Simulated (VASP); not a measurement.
Set up this calculation in VASP 6.6.1, as the native input.

- Task: single point
- Functional: PBEsol
- Potentials or basis: VASP PAW PBE potentials, release 64 (Co, Si)
- Cutoff: 600 eV
- k mesh: 11 × 11 × 11
- Occupations: fermi-dirac, width 0.1 eV
- Spin: no spin polarisation
- Dipole correction: no
- Further INCAR settings: ALGO = Normal; EDIFF = 1e-06; NBANDS = 16

The structure of CoSi2 (fluorite type) lies in POSCAR:

```
CoSi2
1.0
    0.0000000000      2.4658217127      2.4658217127
    2.4658217127      0.0000000000      2.4658217127
    2.4658217127      2.4658217127      0.0000000000
Co Si
1 2
Direct
    0.0000000000      0.0000000000      0.0000000000
    0.2500000000      0.2500000000      0.2500000000
    0.7500000000      0.7500000000      0.7500000000
```

The input as run:

INCAR

```
SYSTEM = CoSi2
ALGO = Normal
EDIFF = 1E-6
ENCUT = 600
GGA = PS
GGA_COMPAT = .FALSE.
ISIF = 2
ISMEAR = -1
LASPH = .TRUE.
LCHARG = .FALSE.
LREAL = .FALSE.
LWAVE = .FALSE.
NBANDS = 16
NELM = 120
PREC = Accurate
SIGMA = 0.1
```

KPOINTS

```
k-points
0
G
  11 11 11
  0 0 0
```

Potentials or basis: VASP PAW PBE potentials, release 64 (Co, Si).

Command:

```sh
$ cat potpaw_PBE.64/Co/POTCAR potpaw_PBE.64/Si/POTCAR > POTCAR
$ mpirun -np 1 vasp_std > vasp.out
```

It gave:

```json
{
 "Pressure": "71.1 GPa",
 "Band gap on the k mesh": "zero (an odd number of electrons rules out a gap without spin polarisation)"
}
```

Caveat: the cell stands under pressure; the PAW data sets were made with another functional, which shifts forces and pressure a little; the run has no spin polarisation, though such a crystal can be magnetic.

Run time: 50 s on 1 thread of Intel Xeon 8259CL, with other jobs on the host, peak memory 0.18 GiB.
